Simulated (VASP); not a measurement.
# HfN (Fm-3m) in VASP: notebook, part 2 of 3

VASP 6.6.1.

## 3. Relaxation of cell and atoms, PBEsol, target pressure -2 GPa, at which the enthalpy is minimised

INCAR

```
ALGO = Normal ; EDIFF = 1E-6
EDIFFG = -0.005 ; ENCUT = 600
GGA = PS ; IBRION = 2
ISIF = 3 ; ISMEAR = 1
LASPH = True ; LCHARG = False
LREAL = False ; LWAVE = False
NELM = 60 ; NSW = 80
PREC = Accurate ; PSTRESS = -20.0
SIGMA = 0.1
```

KPOINTS

```
k-points
0
Gamma
  10 10 10
```

POSCAR

```
HfN
1.0
    3.1904660000      0.0000000000      0.0000000000
    1.5952330000      2.7630246059      0.0000000000
    1.5952330000      0.9210082020      2.6050045806
Hf N
1 1
Direct
    0.0000000000      0.0000000000      0.0000000000
    0.5000000000      0.5000000000      0.5000000000
```

Potentials or basis: VASP PAW PBE potentials, release 64 (Hf_pv, N).

Started as:

```
$ cat potpaw_PBE.64/Hf_pv/POTCAR potpaw_PBE.64/N/POTCAR > POTCAR
$ mpirun -np 1 vasp_std > vasp.out
```

OUTCAR:

```text
EDIFF = 1E-6
   EDIFFG = -0.005
   ENCUT = 600
   GGA = PS
   IBRION = 2
   ISIF = 3
   ISMEAR = 1
   LASPH = True
   LREAL = False
   NELM = 60
   NSW = 80
   PREC = Accurate
   PSTRESS = -20.0

 ion  position               nearest neighbor table
   1  0.000  0.000  0.000-   2 2.26   2 2.26   2 2.26   2 2.26   2 2.26   2 2.26
   2  0.500  0.500  0.500-   1 2.26   1 2.26   1 2.26   1 2.26   1 2.26   1 2.26

  LATTYP: Found a face centered cubic cell.
 ALAT       =     4.5120002875

  Lattice vectors:

 A1 = (   3.1904660000,   0.0000000000,   0.0000000000)
 A2 = (   1.5952330000,   2.7630246059,   0.0000000000)
 A3 = (   1.5952330000,   0.9210082020,   2.6050045806)

Analysis of symmetry for initial positions (statically):
=====================================================================
 Subroutine PRICEL returns:
 Original cell was already a primitive cell.

 Routine SETGRP: Setting up the symmetry group for a
 face centered cubic supercell.

 Subroutine GETGRP returns: Found 48 space group operations
 (whereof 48 operations were pure point group operations)
 out of a pool of 48 trial point group operations.

The static configuration has the point symmetry O_h .

Analysis of symmetry for dynamics (positions and initial velocities):
=====================================================================
 Subroutine PRICEL returns:
 Original cell was already a primitive cell.

 Routine SETGRP: Setting up the symmetry group for a
 face centered cubic supercell.

 Subroutine GETGRP returns: Found 48 space group operations
 (whereof 48 operations were pure point group operations)
 out of a pool of 48 trial point group operations.

The dynamic configuration has the point symmetry O_h .

 Subroutine INISYM returns: Found 48 space group operations
 (whereof 48 operations are pure point group operations),
 and found     1 'primitive' translations

----------------------------------------------------------------------------------------
[... 125 lines left out ...]
 non-spin polarized calculation
 Methfessel and Paxton  Order N= 1 SIGMA  =   0.10
  energy-cutoff  :      600.00
  volume of cell :       22.96
 maximum number of plane-waves:       785
 NGX is ok and might be reduce to    28
   NGX = 13   NGY = 13   NGZ = 13

--------------------------------------- Ionic step        1  -------------------------------------------

 number of electron      15.0000002 magnetization

 Free energy of the ion-electron system (eV)
  ---------------------------------------------------
  ext. energy  EPLUGINS =         0.00000000
  ---------------------------------------------------
  free energy    TOTEN  =       -22.98388788 eV

  energy without entropy =      -22.98312968  energy(sigma->0) =      -22.98363515

------------------------ aborting loop because EDIFF is reached ----------------------------------------

  FORCE on cell =-STRESS in cart. coord.  units (eV):
  Direction    XX          YY          ZZ          XY          YZ          ZX
  --------------------------------------------------------------------------------------
  -------------------------------------------------------------------------------------
  Total       -0.6015026     -0.6015026     -0.6015026      0.0000000     -0.0000000     -0.0000000
  in kB      -41.9663056    -41.9663056    -41.9663056      0.0000000     -0.0000000     -0.0000000
  external PRESSURE =     -21.9663056 kB  Pullay stress =     -20.0000000 kB
[... 63 lines left out ...]
--------------------------------------- Ionic step        3  -------------------------------------------

 number of electron      15.0000002 magnetization

 Free energy of the ion-electron system (eV)
  ---------------------------------------------------
  ext. energy  EPLUGINS =         0.00000000
  ---------------------------------------------------
  free energy    TOTEN  =       -22.98738359 eV

  energy without entropy =      -22.98661972  energy(sigma->0) =      -22.98712897

 E-fermi :   8.3322     XC(G=0): -12.9558

 val. band max:        8.2917944212   @ k =  -0.4000   0.3000   0.0000
 cond. band min:       8.3487108928   @ k =  -0.1000   0.1000  -0.0000
 fundamental gap:      0.0569164715
 Fermi energy:         8.3322282826

 k-point     1 :       0.0000    0.0000    0.0000
  band No.  band energies     occupation
      1     -22.7024      2.00000
      2     -22.7024      2.00000
      3     -22.7024      2.00000
      4      -9.2103      2.00000
      5       5.3000      2.00000
      6       5.3000      2.00000
      7       5.3000      2.00000
      8       7.9286      2.00000
      9       7.9286      2.00000
     10       7.9286      2.00000
     11      10.2279     -0.00000
[... 309 lines left out ...]
 k-point    24 :       0.4000    0.3000    0.0000
  band No.  band energies     occupation
      1     -23.4151      2.00000
      2     -22.9811      2.00000
      3     -22.9504      2.00000
      4      -7.7685      2.00000
      5       1.6753      2.00000
      6       3.6731      2.00000
      7       4.1804      2.00000
      8       5.7902      2.00000
      9      12.4458      0.00000
     10      12.9804      0.00000
     11      13.1506      0.00000

 [... further k-points ...]
[... 5 lines left out ...]
  --------------------------------------------------------------------------------------
  -------------------------------------------------------------------------------------
  Total       -0.2844504     -0.2844504     -0.2844504      0.0000000     -0.0000000      0.0000000
  in kB      -20.0025511    -20.0025511    -20.0025511      0.0000000     -0.0000000      0.0000000
  external PRESSURE =      -0.0025511 kB  Pullay stress =     -20.0000000 kB
[... 21 lines left out ...]
  energy  without entropy=      -22.9866197213  energy(sigma->0) =      -22.98712897

  enthalpy is  TOTEN    =       -23.2717977095 eV   P V=       -0.2844141153

 reached required accuracy - stopping structural energy minimisation
```

OSZICAR:

```text
N       E                     dE             d eps       ncg     rms          rms(c)
DAV:   1     0.456311146524E+02    0.45631E+02   -0.89663E+03  1034   0.144E+03
DAV:   2    -0.231388136554E+02   -0.68770E+02   -0.64846E+02  1420   0.281E+02
DAV:   3    -0.256964365652E+02   -0.25576E+01   -0.25441E+01  1336   0.485E+01
[... 21 lines left out ...]
DAV:   2    -0.229901194919E+02    0.88536E-02   -0.14900E-02  1079   0.120E+00    0.890E-01
DAV:   3    -0.229874936141E+02    0.26259E-02   -0.56094E-03  1130   0.739E-01    0.566E-01
DAV:   4    -0.229873988781E+02    0.94736E-04   -0.35339E-04  1304   0.201E-01    0.342E-01
DAV:   5    -0.229873843429E+02    0.14535E-04   -0.37212E-05  1227   0.512E-02    0.318E-02
DAV:   6    -0.229873835942E+02    0.74870E-06   -0.27749E-06  1180   0.176E-02
   3 F= -.23271798E+02 E0= -.23271543E+02  d E =-.125004E-02
```

It took 20 s on 1 thread of Intel Xeon Platinum 8559C (Emerald Rapids), shared host; peak memory 0.17 GiB.

What came out:

| Property | Result |
| --- | --- |
| Free energy | -22.9874 eV |
| Relaxed volume | 11.39 Å³/atom |
| Relaxed cell | a = 3.182 Å, b = 3.182 Å, c = 3.182 Å, α = 60.00°, β = 60.00°, γ = 60.00° |
| Space group after relaxing (to 0.05 Å) | Fm-3m (No. 225) |
| Energy change on relaxing (the enthalpy is what falls) | -1.7 meV/atom |
| Ionic steps | 3 |
| Pressure after relaxing | -2.0 GPa |

The path:
```
step  energy change (eV)  largest force (eV/Å)  pressure (GPa)  volume (Å³)
   1              0.0000                0.0000           -4.20        22.96
   2             -0.0032                0.0000            2.37        22.44
   3             -0.0035                0.0000           -2.00        22.78
```

Final structure:
```xyz
2
Lattice="3.1821 0.0000 0.0000 1.5911 2.7558 0.0000 1.5911 0.9186 2.5982" Properties=species:S:1:pos:R:3 pbc="T T T"
Hf    1.5911    0.9186    2.5982
N     3.1821    1.8372    1.2991
```

Caveat: the cell is relaxed towards a set pressure, so the enthalpy falls and the energy may rise; the PAW data sets were made with another functional, which shifts forces and pressure a little; spin-orbit coupling is left out, which moves the levels of the heavy elements.

## 4. Relaxation of cell and atoms, PBEsol

INCAR

```
PREC     = Accurate       # precision mode
ENCUT    = 600            # plane-wave cutoff, eV
EDIFF    = 1E-7           # SCF threshold, eV
ISMEAR   = 1              # smearing method
SIGMA    = 0.1            # smearing width, eV
LREAL    = False          # projectors in reciprocal space
LASPH    = True           # aspherical terms in the spheres
NELM     = 80             # most SCF steps
ALGO     = Normal         # electronic algorithm
ISIF     = 3              # what is computed and relaxed
LWAVE    = False          # write WAVECAR
LCHARG   = False          # write CHGCAR
GGA      = PS             # functional
IBRION   = 2              # ionic algorithm
NSW      = 80             # ionic steps
EDIFFG   = -0.005         # ionic threshold
```

KPOINTS

```
Automatic mesh
0
Gamma
  10 10 10
```

POSCAR is that of step 3.

Potentials or basis: VASP PAW PBE potentials, release 64 (Hf_pv, N).

Started as:

```
$ cat potpaw_PBE.64/Hf_pv/POTCAR potpaw_PBE.64/N/POTCAR > POTCAR
$ mpirun -np 1 vasp_std > vasp.out
```

OUTCAR:

```text
PREC = Accurate
   ENCUT = 600
   EDIFF = 1E-7
   ISMEAR = 1
   LREAL = False
   LASPH = True
   NELM = 80
   ISIF = 3
   GGA = PS
   IBRION = 2
   NSW = 80
   EDIFFG = -0.005

 ion  position               nearest neighbor table
   1  0.000  0.000  0.000-   2 2.26   2 2.26   2 2.26   2 2.26   2 2.26   2 2.26
   2  0.500  0.500  0.500-   1 2.26   1 2.26   1 2.26   1 2.26   1 2.26   1 2.26

  LATTYP: Found a face centered cubic cell.
 ALAT       =     4.5120002875

  Lattice vectors:

 A1 = (   3.1904660000,   0.0000000000,   0.0000000000)
 A2 = (   1.5952330000,   2.7630246059,   0.0000000000)
 A3 = (   1.5952330000,   0.9210082020,   2.6050045806)

Analysis of symmetry for initial positions (statically):
[... 259 lines left out ...]
 val. band max:        8.3541884036   @ k =  -0.4000   0.3000   0.0000
 cond. band min:       8.4102237928   @ k =  -0.1000   0.1000  -0.0000
 fundamental gap:      0.0560353892
 Fermi energy:         8.3941148652

 k-point     1 :       0.0000    0.0000    0.0000
  band No.  band energies     occupation
      1     -22.6134      2.00000
      2     -22.6134      2.00000
      3     -22.6134      2.00000
      4      -9.1896      2.00000
      5       5.3537      2.00000
      6       5.3537      2.00000
      7       5.3537      2.00000
      8       7.9861      2.00000
      9       7.9861      2.00000
     10       7.9861      2.00000
     11      10.3580     -0.00000
[... 309 lines left out ...]
 k-point    24 :       0.4000    0.3000    0.0000
  band No.  band energies     occupation
      1     -23.3443      2.00000
      2     -22.8990      2.00000
      3     -22.8674      2.00000
      4      -7.7361      2.00000
      5       1.7196      2.00000
      6       3.7183      2.00000
      7       4.2316      2.00000
      8       5.8350      2.00000
      9      12.5449      0.00000
     10      13.0923      0.00000
     11      13.2534      0.00000

 [... further k-points ...]
[... 5 lines left out ...]
  --------------------------------------------------------------------------------------
  -------------------------------------------------------------------------------------
  Total       -0.0047285     -0.0047285     -0.0047285     -0.0000000     -0.0000000      0.0000000
  in kB       -0.3348034     -0.3348034     -0.3348034     -0.0000000     -0.0000000      0.0000000
  external PRESSURE =      -0.3348034 kB  Pullay stress =       0.0000000 kB
[... 17 lines left out ...]
  FREE ENERGIE OF THE ION-ELECTRON SYSTEM (eV)
  ---------------------------------------------------
  free  energy   TOTEN  =       -22.9883869259 eV

  energy  without entropy=      -22.9876186001  energy(sigma->0) =      -22.98813082

 reached required accuracy - stopping structural energy minimisation
```

OSZICAR:

```text
N       E                     dE             d eps       ncg     rms          rms(c)
DAV:   1     0.456311146524E+02    0.45631E+02   -0.89663E+03  1034   0.144E+03
[... 25 lines left out ...]
DAV:   1    -0.230314131555E+02   -0.60702E-01   -0.11904E+00  1037   0.113E+01    0.382E+00
DAV:   2    -0.229985792345E+02    0.32834E-01   -0.55478E-02  1073   0.232E+00    0.178E+00
DAV:   3    -0.229887572941E+02    0.98219E-02   -0.21192E-02  1130   0.144E+00    0.111E+00
DAV:   4    -0.229884337399E+02    0.32355E-03   -0.13099E-03  1289   0.387E-01    0.668E-01
DAV:   5    -0.229883884606E+02    0.45279E-04   -0.14575E-04  1221   0.103E-01    0.599E-02
DAV:   6    -0.229883868512E+02    0.16094E-05   -0.10264E-05  1263   0.348E-02    0.169E-02
DAV:   7    -0.229883869259E+02   -0.74690E-07   -0.39183E-07  1162   0.656E-03
   3 F= -.22988387E+02 E0= -.22988131E+02  d E =-.449904E-02
```

CONTCAR:

```text
HfN
   1.00000000000000
     3.1748338904778008    0.0000000000000000   -0.0000000000000000
     1.5874169452389004    2.7494868019391898   -0.0000000000001732
     1.5874169452389004    0.9164956006794033    2.5922410166218821
  Hf              N
     1     1
Direct
     0.0000000000000000    0.0000000000000000    1.0000000000000000
     0.5000000000000000    0.5000000000000000    0.5000000000000000

  0.00000000E+00  0.00000000E+00  0.00000000E+00
  0.00000000E+00  0.00000000E+00  0.00000000E+00
```

Wall time 26 s (1 thread of Intel Xeon Platinum 8559C (Emerald Rapids), shared host); peak memory 0.17 GiB.

Results:

```yaml
Free_energy: -22.9884 eV
Relaxed_volume: 11.31 Å³/atom
Relaxed_cell: a = 3.175 Å, b = 3.175 Å, c = 3.175 Å, α = 60.00°, β = 60.00°, γ = 60.00°
Space_group_after_relaxing_to_0.05_Å: Fm-3m (No. 225)
Energy_gained_by_relaxing: 2.2 meV/atom
Ionic_steps: 3
Pressure_after_relaxing: 0.0 GPa
```

The path:
| step | energy change (eV) | largest force (eV/Å) | pressure (GPa) | volume (Å³) |
| --- | --- | --- | --- | --- |
| 1 | 0.0000 | 0.0000 | -4.19 | 22.96 |
| 2 | 0.0132 | 0.0000 | 9.01 | 21.98 |
| 3 | -0.0045 | 0.0000 | -0.03 | 22.63 |

Final structure:
```
CELL_PARAMETERS angstrom
3.17483 0.00000 0.00000
1.58742 2.74949 0.00000
1.58742 0.91650 2.59224
ATOMIC_POSITIONS crystal
Hf 0.00000 0.00000 0.00000
N 0.50000 0.50000 0.50000
```

Levels at points of the mesh, in eV from the Fermi level:
```csv
k point,band 6,band 7,band 8,band 9,band 10,band 11
"(0.00, 0.00, 0.00)",-3.04,-3.04,-0.41,-0.41,-0.41,1.96
"(0.50, 0.00, 0.00)",-6.30,-6.30,3.35,3.78,3.78,4.48
"(0.50, 0.50, 0.00)",-3.95,-3.70,-3.70,4.17,5.67,5.80
```

Caveat: the PAW data sets were made with another functional, which shifts forces and pressure a little; spin-orbit coupling is left out, which moves the levels of the heavy elements.

## 5. Relaxation of cell and atoms, PBEsol, target pressure 2 GPa, at which the enthalpy is minimised

INCAR

```
PREC = Accurate
ENCUT = 600
EDIFF = 1E-6
ISMEAR = 1
SIGMA = 0.1
LREAL = F
LASPH = T
NELM = 80
ALGO = Normal
ISIF = 3
LWAVE = F
LCHARG = F
GGA = PS
IBRION = 2
NSW = 80
EDIFFG = -0.005
PSTRESS = 20.0
```

KPOINTS is that of step 4.

POSCAR is that of step 4.

Started as:

```
$ cat potpaw_PBE.64/Hf_pv/POTCAR potpaw_PBE.64/N/POTCAR > POTCAR
$ mpirun -np 1 vasp_std > vasp.out
```

It took 27 s on 1 thread of Intel Xeon Platinum 8559C (Emerald Rapids), shared host; peak memory 0.17 GiB.

Results (log left out):

```yaml
Free_energy: -22.9874 eV
Relaxed_volume: 11.24 Å³/atom
Relaxed_cell: a = 3.167 Å, b = 3.167 Å, c = 3.167 Å, α = 60.00°, β = 60.00°, γ = 60.00°
Space_group_after_relaxing_to_0.05_Å: Fm-3m (No. 225)
Energy_change_on_relaxing_the_enthalpy_is_what_falls: -1.8 meV/atom
Ionic_steps: 4
Pressure_after_relaxing: 2.0 GPa
```

The path:
```tsv
step	energy change (eV)	largest force (eV/Å)	pressure (GPa)	volume (Å³)
1	0.0000	0.0000	-4.20	22.96
2	0.0493	0.0000	16.32	21.52
3	-0.0036	0.0000	1.91	22.48
4	-0.0035	0.0000	2.04	22.47
```

Final structure:
```
CELL_PARAMETERS angstrom
3.16743 0.00000 0.00000
1.58371 2.74307 0.00000
1.58371 0.91436 2.58619
ATOMIC_POSITIONS crystal
Hf 0.00000 0.00000 0.00000
N 0.50000 0.50000 0.50000
```

Levels at points of the mesh, in eV from the Fermi level:
```csv
k point,band 6,band 7,band 8,band 9,band 10,band 11
"(0.00, 0.00, 0.00)",-3.05,-3.05,-0.41,-0.41,-0.41,2.03
"(0.50, 0.00, 0.00)",-6.34,-6.34,3.39,3.82,3.82,4.52
"(0.50, 0.50, 0.00)",-3.99,-3.70,-3.70,4.21,5.73,5.73
```

Caveat: the cell is relaxed towards a set pressure, so the enthalpy falls and the energy may rise; the PAW data sets were made with another functional, which shifts forces and pressure a little; spin-orbit coupling is left out, which moves the levels of the heavy elements.

(Part 2 of 3 ends here.)
